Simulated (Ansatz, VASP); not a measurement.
## MoSe4: VASP beside Ansatz

```
Mo Se
1.0
     6.05503    0.00000    0.00000
     0.00000    6.05503    0.00000
     0.00000    0.00000    6.37088
Mo Se
2 8
Cartesian
  0.0000 0.0000 1.5927
  0.0000 0.0000 4.7782
  1.4284 0.5577 0.0000
  5.4974 1.4284 0.0000
  4.6266 5.4974 0.0000
  0.5577 4.6266 0.0000
  1.4284 5.4974 3.1854
  5.4974 4.6266 3.1854
  4.6266 0.5577 3.1854
  0.5577 1.4284 3.1854
```

Alike in both runs: task single point; functional r2SCAN; k mesh 4 × 4 × 4; no spin polarisation.

|  | VASP | Ansatz |
| --- | --- | --- |
| version | VASP 6.6.1 | Ansatz 0.2.0 |
| potentials or method | VASP PAW PBE potentials, release 64 (Mo_sv, Se), cutoff 520 eV | PAW plane waves |
| occupations | methfessel-paxton of order 1, width 0.0799 eV | cold, width 0.0799 eV |
| valence electrons in the cell | 76 | 156 |

|  | VASP | Ansatz | Ansatz less VASP |
| --- | --- | --- | --- |
| rms of the force components (eV/Å) | 8.662 | 8.540 | -0.1221 |

VASP's potentials were made for PBE, not for r2SCAN. Atom by atom the forces differ by 0.122 eV/Å (rms over components). VASP's potentials hold 76 valence electrons a cell and Ansatz's 156, so a difference there can come from the potentials and not from the codes.
